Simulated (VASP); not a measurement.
# Ga (P6_3/mmc) in VASP: a series of runs

Runs on Ga. Level: PBE. Tasks: single point.

Program: VASP 6.6.1. These are calculated values, not measurements. Logs are shortened: lines on timing, memory, paths and dates and some standing lists are left out, and cuts for length are marked.

## Step 1: The cell of the first run

The structure is hexagonal, space group P6_3/mmc (No. 194). Conventional cell: a = 3.033 Å, b = 3.033 Å, c = 9.904 Å, α = 90.00°, β = 90.00°, γ = 120.00°. Ga (site symmetry -3m) has 12 Ga at 3.03 Å within 4.0 Å. Ga (site symmetry -6m2) has 12 Ga at 3.03 Å within 4.0 Å.

## Step 2: Single point, PBE (volume scaled by 1.04)

INCAR

```
SYSTEM = Ga
  PREC = Accurate
  ENCUT = 520
  EDIFF = 1E-6
  ISMEAR = -1
  SIGMA = 0.1
  LREAL = .False.
  LASPH = .True.
  NELM = 60
  ALGO = Normal
  ISIF = 2
  LWAVE = .False.
  LCHARG = .False.
  GGA = PE
  NBANDS = 34
```

KPOINTS

```
regular mesh
0
Gamma
  14 14 4
  0 0 0
```

POSCAR

```
Ga
1.0
    3.0334568674      0.0000000000      0.0000000000
   -1.5167284337      2.6270507085      0.0000000000
    0.0000000000      0.0000000000      9.9043960235
Ga
4
Direct
    1.0000000000      0.0000000000      1.0000000000
    1.0000000000      0.0000000000      0.5000000000
    0.3333333333      0.6666666667      0.2500000000
    0.6666666667      0.3333333333      0.7500000000
```

Potentials or basis: VASP PAW PBE potentials, release 64 (Ga_d).

Started as:

```sh
cat potpaw_PBE.64/Ga_d/POTCAR > POTCAR
mpirun -np 1 vasp_std > vasp.out
```

OUTCAR:

```text
SYSTEM = Ga
   PREC = Accurate
   ENCUT = 520
   EDIFF = 1E-6
   ISMEAR = -1
   LREAL = .False.
   LASPH = .True.
   NELM = 60
   ISIF = 2
   GGA = PE

 ion  position               nearest neighbor table
   1  0.000  0.000  0.000-
   2  0.000  0.000  0.500-
   3  0.333  0.667  0.250-
   4  0.667  0.333  0.750-

  LATTYP: Found a hexagonal cell.
 ALAT       =     3.0334568674
 C/A-ratio  =     3.2650525313

  Lattice vectors:

 A1 = (   3.0334568674,   0.0000000000,   0.0000000000)
 A2 = (  -1.5167284337,   2.6270507085,   0.0000000000)
 A3 = (   0.0000000000,   0.0000000000,   9.9043960235)

Analysis of symmetry for initial positions (statically):
=====================================================================
 Subroutine PRICEL returns:
 Original cell was already a primitive cell.

 Routine SETGRP: Setting up the symmetry group for a
 hexagonal supercell.

 Subroutine GETGRP returns: Found 24 space group operations
 (whereof 12 operations were pure point group operations)
 out of a pool of 24 trial point group operations.

The static configuration has the point symmetry D_3d.
 The point group associated with its full space group is D_6h.

Analysis of symmetry for dynamics (positions and initial velocities):
=====================================================================
 Subroutine PRICEL returns:
 Original cell was already a primitive cell.

 Routine SETGRP: Setting up the symmetry group for a
 hexagonal supercell.

 Subroutine GETGRP returns: Found 24 space group operations
 (whereof 12 operations were pure point group operations)
 out of a pool of 24 trial point group operations.

The dynamic configuration has the point symmetry D_3d.
 The point group associated with its full space group is D_6h.

 Subroutine INISYM returns: Found 24 space group operations
 (whereof 12 operations are pure point group operations),
 and found     1 'primitive' translations

----------------------------------------------------------------------------------------

                                     Primitive cell

  volume of cell :      78.9286
[... 85 lines left out ...]
   ISTART =      0    job   : 0-new  1-cont  2-samecut
   ICHARG =      2    charge: 1-file 2-atom 10-const
   ISPIN  =      1    spin polarized calculation?
   LNONCOLLINEAR =      F non collinear calculations
   LSORBIT =      F    spin-orbit coupling
   LASPH  =      T    aspherical Exc in radial PAW
   ENCUT  =  520.0 eV  38.22 Ry    6.18 a.u.   5.64  5.64 18.42*2*pi/ulx,y,z
   NELM   =     60;   NELMIN=  2; NELMDL= -5     # of ELM steps
   EDIFF  = 0.1E-05   stopping-criterion for ELM
   LREAL  =      F    real-space projection
   EDIFFG = 0.1E-04   stopping-criterion for IOM
   NSW    =      0    number of steps for IOM
   IBRION =     -1    ionic relax: 0-MD 1-quasi-New 2-CG
   NFREE  =      0    steps in history (QN), initial steepest desc. (CG)
   ISIF   =      2    stress and relaxation
   ISYM   =      2    0-nonsym 1-usesym 2-fastsym
   POTIM  = 0.5000    time-step for ionic-motion
   TEBEG  =    0.0;   TEEND  =   0.0 temperature during run
   PSTRESS=    0.0 pullay stress
   NELECT =      52.0000    total number of electrons
   NUPDOWN=      -1.0000    fix difference up-down
   EMIN   =  10.00;   EMAX   =-10.00  energy-range for DOS
   EFERMI =   0.00;   METHOD = LEGACY
   ISMEAR =    -1;   SIGMA  =   0.10  broadening in eV -4-tet -1-fermi 0-gaus
   EFERMI_NEDOS =   21; number of points for ismear=-14 and -15
   IALGO  =     38    algorithm
   IMIX   =      4    mixing-type and parameters
     AMIX     =   0.40;   BMIX     =  1.00
     AMIX_MAG =   1.60;   BMIX_MAG =  1.00
  volume/ion in A,a.u.               =      19.73       133.16
  Fermi-wavevector in a.u.,A,eV,Ry     =   1.424507  2.691927 27.609208  2.029220
  Thomas-Fermi vector in A             =   2.544990
   LORBIT       =      0    0 simple, 1 ext, 2 COOP (PROOUT), +10 PAW based schemes
   GGA     = PE    functional components
   LHFCALC =     F    Hartree Fock is set to
   AEXX    =    0.0000 exact exchange contribution
   IVDW    =     0    specifies the selected vdW correction
   LEPSILON=     F    determine dielectric tensor
   LRPA    =     F    only Hartree local field effects (RPA)
 non-spin polarized calculation
  energy-cutoff  :      520.00
  volume of cell :       78.93
 maximum number of plane-waves:      2149
 NGX is ok and might be reduce to    24
   NGX = 11   NGY = 11   NGZ = 37

 number of electron      51.9999967 magnetization

 Free energy of the ion-electron system (eV)
  ---------------------------------------------------
  ext. energy  EPLUGINS =         0.00000000
  ---------------------------------------------------
  free energy    TOTEN  =       -11.54557629 eV

  energy without entropy =      -11.48990242  energy(sigma->0) =      -11.51773936

 E-fermi :   5.1616     XC(G=0): -10.7989

 val. band max:        5.1597623395   @ k =   0.2857   0.2143   0.2500
 cond. band min:       5.1727308630   @ k =   0.1429   0.0714   0.5000
 fundamental gap:      0.0129685236
 Fermi energy:         5.1615814717

 k-point     1 :       0.0000    0.0000    0.0000
  band No.  band energies     occupation
      1      -9.7757      2.00000
      2      -9.7414      2.00000
      3      -9.7326      2.00000
      4      -9.7147      2.00000
      5      -9.7147      2.00000
      6      -9.7136      2.00000
[... 877 lines left out ...]
     33       8.5967      0.00000
     34       9.1546      0.00000

 [... further k-points ...]

------------------------ aborting loop because EDIFF is reached ----------------------------------------

  FORCE on cell =-STRESS in cart. coord.  units (eV):
  Direction    XX          YY          ZZ          XY          YZ          ZX
  --------------------------------------------------------------------------------------
  -------------------------------------------------------------------------------------
  Total       -0.9523022     -0.9523022     -0.4897720      0.0000000      0.0000000      0.0000000
  in kB      -19.3308567    -19.3308567     -9.9419195      0.0000000      0.0000000      0.0000000
  external PRESSURE =     -16.2012110 kB  Pullay stress =       0.0000000 kB

 VOLUME and BASIS-vectors are now :
 -----------------------------------------------------------------------------
  energy-cutoff  :      520.00
  volume of cell :       78.93
      direct lattice vectors                 reciprocal lattice vectors
     3.033456867  0.000000000  0.000000000     0.329656904  0.190327502  0.000000000
    -1.516728434  2.627050709  0.000000000     0.000000000  0.380655005  0.000000000
     0.000000000  0.000000000  9.904396024     0.000000000  0.000000000  0.100965268

 POSITION                                       TOTAL-FORCE (eV/Angst)
 -----------------------------------------------------------------------------------
      0.00000      0.00000      0.00000        -0.000000      0.000000     -0.000000
      0.00000      0.00000      4.95220        -0.000000      0.000000     -0.000000
     -0.00000      1.75137      2.47610        -0.000000      0.000000     -0.000000
      1.51673      0.87568      7.42830         0.000000     -0.000000      0.000000
 -----------------------------------------------------------------------------------
    total drift:                               -0.000000      0.000000     -0.000000

  FREE ENERGIE OF THE ION-ELECTRON SYSTEM (eV)
  ---------------------------------------------------
  free  energy   TOTEN  =       -11.5455762919 eV

  energy  without entropy=      -11.4899024246  energy(sigma->0) =      -11.51773936
```

OSZICAR:

```text
N       E                     dE             d eps       ncg     rms          rms(c)
DAV:   1     0.335639381112E+03    0.33564E+03   -0.25663E+04  5300   0.286E+03
DAV:   2     0.283629107842E+02   -0.30728E+03   -0.30020E+03  5056   0.509E+02
DAV:   3    -0.103807973023E+02   -0.38744E+02   -0.38226E+02  5526   0.143E+02
DAV:   4    -0.116184999153E+02   -0.12377E+01   -0.12301E+01  5794   0.281E+01
DAV:   5    -0.116443876342E+02   -0.25888E-01   -0.25868E-01  6112   0.426E+00    0.155E+00
DAV:   6    -0.115654274593E+02    0.78960E-01   -0.16446E-01  6096   0.493E+00    0.809E-01
DAV:   7    -0.115473365098E+02    0.18091E-01   -0.44736E-02  6646   0.191E+00    0.217E-01
DAV:   8    -0.115454934205E+02    0.18431E-02   -0.50718E-03  5442   0.118E+00    0.309E-02
DAV:   9    -0.115455497386E+02   -0.56318E-04   -0.98149E-04  6380   0.758E-01    0.173E-02
DAV:  10    -0.115455706098E+02   -0.20871E-04   -0.13781E-04  6210   0.223E-01    0.898E-03
DAV:  11    -0.115455764644E+02   -0.58546E-05   -0.43546E-05  6242   0.571E-02    0.214E-03
DAV:  12    -0.115455762919E+02    0.17251E-06   -0.15078E-06  3258   0.346E-02
   1 F= -.11545576E+02 E0= -.11517739E+02  d E =-.556739E-01
```

It took 2.4 min on 1 thread of Intel Xeon Platinum 8259CL at 2.50GHz (Skylake/Cascade Lake), shared host; peak memory 0.28 GiB.

Results:

```
Free energy            : -11.5456 eV
Pressure               : -1.6 GPa
Band gap on the k mesh : zero (band 26 reaches 9.23 eV, above the bottom of band 27 at 3.80 eV)
```

## Step 3: Single point, PBE (volume scaled by 1.08)

INCAR

```
SYSTEM = Ga
PREC = Accurate
ENCUT = 520
EDIFF = 1E-7
ISMEAR = -1
SIGMA = 0.1
LREAL = .False.
LASPH = .True.
NELM = 100
ALGO = Normal
ISIF = 2
LWAVE = .False.
LCHARG = .True.
GGA = PE
LELF = .True.
LVHAR = .True.
NBANDS = 34
```

KPOINTS is that of step 2.

POSCAR

```
Ga
1.0
    3.0718591324      0.0000000000      0.0000000000
   -1.5359295662      2.6603080455      0.0000000000
    0.0000000000      0.0000000000     10.0297814358
Ga
4
Direct
    1.0000000000      0.0000000000      1.0000000000
    1.0000000000      0.0000000000      0.5000000000
    0.3333333333      0.6666666667      0.2500000000
    0.6666666667      0.3333333333      0.7500000000
```

Potentials or basis: VASP PAW PBE potentials, release 64 (Ga_d).

Started as:

```sh
cat potpaw_PBE.64/Ga_d/POTCAR > POTCAR
mpirun -np 1 vasp_std > vasp.out
```

Wall time 2.7 min (1 thread of Intel Xeon Platinum 8259CL at 2.50GHz (Skylake/Cascade Lake), shared host); peak memory 0.29 GiB.

The run converged. Its results:

```yaml
Free_energy: -11.5019 eV
Pressure: -3.0 GPa
Band_gap_on_the_k_mesh: zero (band 26 reaches 8.76 eV, above the bottom of band 27 at 3.51 eV)
```

Stress tensor (GPa, compression positive):
```
-3.23  0.00  0.00
 0.00 -3.23  0.00
 0.00  0.00 -2.45
```

Levels at points of the mesh, in eV from the Fermi level:
```csv
k point,band 24,band 25,band 26,band 27,band 28,band 29
"(0.00, 0.00, 0.00)",-4.89,-3.58,3.37,3.37,9.08,9.08
"(0.50, 0.00, 0.00)",-3.42,-3.24,-2.95,0.25,0.46,1.54
"(0.00, 0.00, 0.50)",-7.02,-0.72,-0.72,7.99,7.99,9.33
"(0.50, 0.00, 0.50)",-4.28,-1.75,-1.75,-1.32,-1.32,3.89
```

## Step 4: Single point, PBE (volume scaled by 1.12)

INCAR

```
SYSTEM = Ga
ALGO     = Normal         ! electronic algorithm
EDIFF    = 1E-6           ! SCF threshold, eV
ENCUT    = 520            ! plane-wave cutoff, eV
GGA      = PE             ! functional
ISIF     = 2              ! what is computed and relaxed
ISMEAR   = -1             ! smearing method
LASPH    = .True.         ! aspherical terms in the spheres
LCHARG   = .True.         ! write CHGCAR
LELF     = .True.         ! ELF
LREAL    = .False.        ! projectors in reciprocal space
LVHAR    = .True.       
LWAVE    = .False.        ! write WAVECAR
NBANDS   = 34             ! bands
NELM     = 100            ! most SCF steps
PREC     = Accurate       ! precision mode
SIGMA    = 0.1            ! smearing width, eV
```

KPOINTS

```
k-points
0
Gamma
  14 14 4
  0 0 0
```

POSCAR

```
Ga
1.0
    3.1093245215      0.0000000000      0.0000000000
   -1.5546622608      2.6927540242      0.0000000000
    0.0000000000      0.0000000000     10.1521078994
Ga
4
Direct
    1.0000000000      0.0000000000      1.0000000000
    1.0000000000      0.0000000000      0.5000000000
    0.3333333333      0.6666666667      0.2500000000
    0.6666666667      0.3333333333      0.7500000000
```

Potentials or basis: VASP PAW PBE potentials, release 64 (Ga_d).

Started as:

```sh
cat potpaw_PBE.64/Ga_d/POTCAR > POTCAR
mpirun -np 1 vasp_std > vasp.out
```

OUTCAR:

```text
SYSTEM = Ga
   EDIFF = 1E-6
   ENCUT = 520
   GGA = PE
   ISIF = 2
   ISMEAR = -1
   LASPH = .True.
   LREAL = .False.
   NELM = 100
   PREC = Accurate

 ion  position               nearest neighbor table
   1  0.000  0.000  0.000-
   2  0.000  0.000  0.500-
   3  0.333  0.667  0.250-
   4  0.667  0.333  0.750-

  LATTYP: Found a hexagonal cell.
 ALAT       =     3.1093245215
 C/A-ratio  =     3.2650525312

  Lattice vectors:

 A1 = (   3.1093245215,   0.0000000000,   0.0000000000)
 A2 = (  -1.5546622608,   2.6927540242,   0.0000000000)
 A3 = (   0.0000000000,   0.0000000000,  10.1521078994)

Analysis of symmetry for initial positions (statically):
=====================================================================
 Subroutine PRICEL returns:
 Original cell was already a primitive cell.

 Routine SETGRP: Setting up the symmetry group for a
 hexagonal supercell.

 Subroutine GETGRP returns: Found 24 space group operations
 (whereof 12 operations were pure point group operations)
 out of a pool of 24 trial point group operations.

The static configuration has the point symmetry D_3d.
 The point group associated with its full space group is D_6h.

Analysis of symmetry for dynamics (positions and initial velocities):
=====================================================================
 Subroutine PRICEL returns:
 Original cell was already a primitive cell.

 Routine SETGRP: Setting up the symmetry group for a
 hexagonal supercell.

 Subroutine GETGRP returns: Found 24 space group operations
 (whereof 12 operations were pure point group operations)
 out of a pool of 24 trial point group operations.

[... 117 lines left out ...]
   NUPDOWN=      -1.0000    fix difference up-down
   EMIN   =  10.00;   EMAX   =-10.00  energy-range for DOS
   EFERMI =   0.00;   METHOD = LEGACY
   ISMEAR =    -1;   SIGMA  =   0.10  broadening in eV -4-tet -1-fermi 0-gaus
   EFERMI_NEDOS =   21; number of points for ismear=-14 and -15
   IALGO  =     38    algorithm
   IMIX   =      4    mixing-type and parameters
     AMIX     =   0.40;   BMIX     =  1.00
     AMIX_MAG =   1.60;   BMIX_MAG =  1.00
  volume/ion in A,a.u.               =      21.25       143.40
  Fermi-wavevector in a.u.,A,eV,Ry     =   1.389749  2.626244 26.278314  1.931402
  Thomas-Fermi vector in A             =   2.513750
   LORBIT       =      0    0 simple, 1 ext, 2 COOP (PROOUT), +10 PAW based schemes
   GGA     = PE    functional components
   LHFCALC =     F    Hartree Fock is set to
   AEXX    =    0.0000 exact exchange contribution
   IVDW    =     0    specifies the selected vdW correction
   LEPSILON=     F    determine dielectric tensor
   LRPA    =     F    only Hartree local field effects (RPA)
 non-spin polarized calculation
  energy-cutoff  :      520.00
  volume of cell :       85.00
 maximum number of plane-waves:      2306
 NGX is ok and might be reduce to    24
   NGX = 11   NGY = 11   NGZ = 37

 number of electron      52.0000045 magnetization

 Free energy of the ion-electron system (eV)
  ---------------------------------------------------
  ext. energy  EPLUGINS =         0.00000000
  ---------------------------------------------------
  free energy    TOTEN  =       -11.43474103 eV

  energy without entropy =      -11.37653575  energy(sigma->0) =      -11.40563839

 E-fermi :   4.5175     XC(G=0): -10.4409

 val. band max:        4.4994152090   @ k =   0.2857   0.2143   0.2500
 cond. band min:       4.5273018897   @ k =   0.1429   0.0714   0.5000
 fundamental gap:      0.0278866808
 Fermi energy:         4.5175299060

 k-point     1 :       0.0000    0.0000    0.0000
  band No.  band energies     occupation
      1     -10.3480      2.00000
      2     -10.3246      2.00000
      3     -10.3158      2.00000
      4     -10.3058      2.00000
      5     -10.3058      2.00000
      6     -10.3039      2.00000
[... 877 lines left out ...]
     33       7.7259      0.00000
     34       8.4209      0.00000

 [... further k-points ...]

------------------------ aborting loop because EDIFF is reached ----------------------------------------

  FORCE on cell =-STRESS in cart. coord.  units (eV):
  Direction    XX          YY          ZZ          XY          YZ          ZX
  --------------------------------------------------------------------------------------
  -------------------------------------------------------------------------------------
  Total       -2.3050281     -2.3050281     -1.9601371      0.0000000      0.0000000      0.0000000
  in kB      -43.4478048    -43.4478048    -36.9469059      0.0000000      0.0000000      0.0000000
  external PRESSURE =     -41.2808385 kB  Pullay stress =       0.0000000 kB

 VOLUME and BASIS-vectors are now :
 -----------------------------------------------------------------------------
  energy-cutoff  :      520.00
  volume of cell :       85.00
      direct lattice vectors                 reciprocal lattice vectors
     3.109324522  0.000000000  0.000000000     0.321613261  0.185683503  0.000000000
    -1.554662261  2.692754024  0.000000000     0.000000000  0.371367006  0.000000000
     0.000000000  0.000000000 10.152107899     0.000000000  0.000000000  0.098501711

 POSITION                                       TOTAL-FORCE (eV/Angst)
 -----------------------------------------------------------------------------------
      0.00000      0.00000      0.00000         0.000000      0.000000      0.000000
      0.00000      0.00000      5.07605         0.000000      0.000000      0.000000
     -0.00000      1.79517      2.53803         0.000000     -0.000000     -0.000000
      1.55466      0.89758      7.61408        -0.000000      0.000000      0.000000
 -----------------------------------------------------------------------------------
    total drift:                               -0.000000      0.000000     -0.000000

  FREE ENERGIE OF THE ION-ELECTRON SYSTEM (eV)
  ---------------------------------------------------
  free  energy   TOTEN  =       -11.4347410306 eV

  energy  without entropy=      -11.3765357464  energy(sigma->0) =      -11.40563839
```

OSZICAR:

```text
N       E                     dE             d eps       ncg     rms          rms(c)
DAV:   1     0.338056245493E+03    0.33806E+03   -0.25822E+04  5240   0.280E+03
DAV:   2     0.290208206567E+02   -0.30904E+03   -0.30228E+03  5072   0.511E+02
DAV:   3    -0.102461593638E+02   -0.39267E+02   -0.38669E+02  5620   0.143E+02
DAV:   4    -0.114932097857E+02   -0.12471E+01   -0.12362E+01  5720   0.278E+01
DAV:   5    -0.115208672908E+02   -0.27658E-01   -0.27633E-01  6148   0.433E+00    0.141E+00
DAV:   6    -0.114520236063E+02    0.68844E-01   -0.14690E-01  6116   0.446E+00    0.754E-01
DAV:   7    -0.114362024587E+02    0.15821E-01   -0.40058E-02  6562   0.179E+00    0.208E-01
DAV:   8    -0.114346371483E+02    0.15653E-02   -0.42820E-03  5388   0.129E+00    0.319E-02
DAV:   9    -0.114347041722E+02   -0.67024E-04   -0.11298E-03  6312   0.789E-01    0.175E-02
DAV:  10    -0.114347349395E+02   -0.30767E-04   -0.20799E-04  5844   0.239E-01    0.961E-03
DAV:  11    -0.114347401523E+02   -0.52129E-05   -0.51448E-05  5748   0.113E-01    0.266E-03
DAV:  12    -0.114347407505E+02   -0.59817E-06   -0.11959E-05  4920   0.716E-02    0.905E-04
DAV:  13    -0.114347410306E+02   -0.28012E-06   -0.44674E-06  4344   0.249E-02
   1 F= -.11434741E+02 E0= -.11405638E+02  d E =-.582053E-01
```

It took 2.5 min on 1 thread of Intel Xeon Platinum 8259CL at 2.50GHz (Skylake/Cascade Lake), shared host; peak memory 0.28 GiB.

Results:

```
Free energy            : -11.4347 eV
Pressure               : -4.1 GPa
Band gap on the k mesh : zero (band 26 reaches 8.32 eV, above the bottom of band 27 at 3.24 eV)
```

(Continued in part 2 of 2.)
